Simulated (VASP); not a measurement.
Wanted: the native input for a VASP 6.6.1 run.

```yaml
Task: relaxation of volume and atoms at fixed shape
Functional: r2SCAN
Potentials_or_basis: VASP PAW PBE potentials, release 64 (Hf_pv)
Cutoff: 600 eV
k_mesh: 8 × 8 × 5
Occupations: fermi-dirac, width 0.1 eV
Spin: no spin polarisation
Dipole_correction: no
Further_INCAR_settings: ALGO = Normal; EDIFF = 1e-06; IBRION = 2; EDIFFG = -0.02; NSW = 50; ISIF = 8
```

The system is Hf.

```
CELL_PARAMETERS angstrom
3.19670 0.00000 0.00000
-1.59835 2.76842 0.00000
0.00000 0.00000 5.05780
ATOMIC_POSITIONS crystal
Hf 0.33333 0.66667 0.25000
Hf 0.66667 0.33333 0.75000
```

One way to write it, as run:

POSCAR

```
Hf
1.0
    3.1967000000      0.0000000000      0.0000000000
   -1.5983500000      2.7684234083      0.0000000000
    0.0000000000      0.0000000000      5.0578000000
Hf
2
Direct
    0.3333330000      0.6666670000      0.2500000000
    0.6666670000      0.3333330000      0.7500000000
```

INCAR.step1

```
ALGO = Normal
EDIFF = 1E-4
ENCUT = 600
GGA = PE
ISMEAR = -1
LASPH = True
LCHARG = False
LREAL = False
LWAVE = True
NELM = 80
PREC = Accurate
SIGMA = 0.1
```

INCAR.step2

```
ALGO = Normal
EDIFF = 1E-6
EDIFFG = -0.02
ENCUT = 600
IBRION = 2
ISIF = 8
ISMEAR = -1
ISTART = 1
LASPH = True
LCHARG = False
LMIXTAU = True
LREAL = False
LWAVE = False
METAGGA = R2SCAN
NELM = 80
NSW = 50
PREC = Accurate
SIGMA = 0.1
```

KPOINTS

```
k-points
0
Gamma
  8 8 5
```

Potentials or basis: VASP PAW PBE potentials, release 64 (Hf_pv).

Launch:

```bash
$ cat potpaw_PBE.64/Hf_pv/POTCAR > POTCAR
$ cp INCAR.step1 INCAR
$ mpirun -np 1 vasp_std > vasp.out
$ cp INCAR.step2 INCAR
$ mpirun -np 1 vasp_std > vasp.out
```

Results of the run:

```
Relaxed volume                        : 22.24 Å³/atom
Relaxed cell                          : a = 3.190 Å, b = 3.190 Å, c = 5.047 Å, α = 90.00°, β = 90.00°, γ = 120.00°
Space group after relaxing (to 0.1 Å) : P6_3/mmc (No. 194)
Energy gained by relaxing             : 0.3 meV/atom
Ionic steps                           : 3
Pressure after relaxing               : 0.0 GPa
Band gap on the k mesh                : zero (bands 10 and 11 overlap by 1.61 eV)
```

Caveat: the PAW data sets were made with another functional, which shifts forces and pressure a little; spin-orbit coupling is left out, which moves the levels of the heavy elements.

Run time: 4 min on 1 thread of Intel(R) Xeon(R) Platinum 8488C (Sapphire Rapids) (shared host), peak memory 0.2 GiB.
